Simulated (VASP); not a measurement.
The system is PtSe2 (Sudovikovite).

```
CELL_PARAMETERS angstrom
3.72866 0.00000 0.00000
-1.86433 3.22911 0.00000
0.00000 0.00000 5.27703
ATOMIC_POSITIONS crystal
Pt 0.00000 0.00000 0.00000
Se 0.33333 0.66667 0.24622
Se 0.66667 0.33333 0.75378
```

Base run:

```yaml
Program: VASP 6.6.1
Functional: r2SCAN
Potentials_or_basis: VASP PAW PBE potentials, release 64 (Pt, Se)
Cutoff: 520 eV
k_mesh: 12 × 12 × 6
Occupations: fermi-dirac, width 0.02 eV
Spin: no spin polarisation
```

Its results: band gap on the k mesh zero (band 11 reaches 5.95 eV, above the bottom of band 12 at 5.89 eV); pressure 1.4 GPa; largest force 0.019 eV/Å.

Task: The run is repeated on the same cell with these changes: functional from r2SCAN to PBE. What comes out?

Result: Band gap on the k mesh zero (band 11 reaches 6.19 eV, above the bottom of band 12 at 6.03 eV); pressure 3.8 GPa; largest force 0.173 eV/Å.

Caveats: spin-orbit coupling is left out, which moves the levels of the heavy elements; the PAW data sets were made with another functional, which shifts forces and pressure a little (some runs).
